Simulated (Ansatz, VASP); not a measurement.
**Two plane-wave programs on Ta**

The input INCAR:

```
PREC = Accurate ; ENCUT = 520
EDIFF = 1E-7 ; ISMEAR = 0
SIGMA = 0.15 ; LREAL = False
LASPH = True ; NELM = 100
ALGO = Fast ; ISIF = 2
LWAVE = False ; LCHARG = False
NBANDS = 18
```

The input KPOINTS:

```
regular mesh
0
Gamma
  12 12 8
```

POSCAR

```
Ta
1.0
    2.8385205513      0.0000000000      0.0000000000
   -1.4192602757      2.4582309066      0.0000000000
    0.0000000000      0.0000000000      5.0658835747
Ta
2
Direct
    0.6666666667      0.3333333333      0.7500000000
    0.3333333333      0.6666666667      0.2500000000
```

Input for Ansatz:

```yaml
crystal:
  lattice:
    - [2.8385205513, 0.0, 0.0]
    - [-1.4192602757, 2.4582309066, 0.0]
    - [0.0, 0.0, 5.0658835747]
  atoms:
    - { symbol: Ta, position: [0.6666666667, 0.3333333333, 0.75] }
    - { symbol: Ta, position: [0.3333333333, 0.6666666667, 0.25] }
basis:
  ecutwfc: 420
kpoints:
  mp_grid: { grid: [12, 12, 8] }
hamiltonian:
  xc: lda
scf:
  occupations: { method: gaussian, width: 0.15 }
output:
  forces: true
  stress: true
  eigenvalues: true
```

Alike in both runs: task single point; functional LDA; k mesh 12 × 12 × 8; occupations gaussian, width 0.15 eV; no spin polarisation.

|  | VASP | Ansatz |
| --- | --- | --- |
| version | VASP 6.6.1 | Ansatz 0.2.0 |
| potentials or method | VASP PAW LDA potentials, release 64 (Ta_pv), cutoff 520 eV | scalar-relativistic, plane waves, PAW |
| valence electrons in the cell | 22 | 26 |

```tsv
	VASP	Ansatz	Ansatz less VASP
gap on the k mesh at the Fermi level (eV)	none	none	-
pressure (GPa)	0.6	-0.2	-0.81
traceless stress, the component that is largest in VASP (GPa)	0.57	0.57	+0.005
```

LDA's correlation is that of Perdew and Zunger in VASP and of Perdew and Wang (1992) in Ansatz. A gap of «none» marks a metal or a gap that the smearing closes. VASP's potentials hold 22 valence electrons a cell and Ansatz's 26, so a difference there can come from the potentials and not from the codes.

Neither program's run includes spin-orbit coupling.
